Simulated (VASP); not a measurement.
A run of VASP 6.6.1:

The input INCAR:

```
SYSTEM = KI
PREC     = Accurate       ! precision mode
ENCUT    = 600            ! plane-wave cutoff, eV
EDIFF    = 1E-6           ! SCF threshold, eV
ISMEAR   = 0              ! smearing method
SIGMA    = 0.02           ! smearing width, eV
LREAL    = .FALSE.        ! projectors in reciprocal space
LASPH    = .TRUE.         ! aspherical terms in the spheres
NELM     = 100            ! most SCF steps
ALGO     = Normal         ! electronic algorithm
ISIF     = 3              ! what is computed and relaxed
LWAVE    = .FALSE.        ! write WAVECAR
LCHARG   = .FALSE.        ! write CHGCAR
GGA      = PE             ! functional
IBRION   = 2              ! ionic algorithm
NSW      = 100            ! ionic steps
EDIFFG   = -0.005         ! ionic threshold
```

Contents of KPOINTS:

```
Automatic mesh
0
G
  6 6 2
  0 0 0
```

POSCAR

```
KI
1.0
    4.9960980000      0.0000000000      0.0000000000
   -2.4980490000      4.3267480000      0.0000000000
    0.0000000000      0.0000000000     12.2378920000
K I
3 3
Direct
    0.0000000000      0.0000000000      0.0000000000
    0.3333333300      0.6666666700      0.3333333300
    0.6666666700      0.3333333300      0.6666666700
    0.6666666700      0.3333333300      0.1666666700
    0.0000000000      0.0000000000      0.5000000000
    0.3333333300      0.6666666700      0.8333333300
```

Potentials or basis: VASP PAW PBE potentials, release 64 (K_sv, I).

Launch:

```console
$ cat potpaw_PBE.64/K_sv/POTCAR potpaw_PBE.64/I/POTCAR > POTCAR
$ mpirun -np 1 vasp_std > vasp.out
```

Hardware: 1 thread of Intel(R) Xeon(R) 6975P-C (Granite Rapids), on a shared host.

Question: Estimate the wall time of this run.

Answer: It took 2.9 min on 1 thread of Intel(R) Xeon(R) 6975P-C (Granite Rapids) (shared host), peak memory 0.48 GiB. Counts: scf iterations 31, k points 14, ion steps 3.
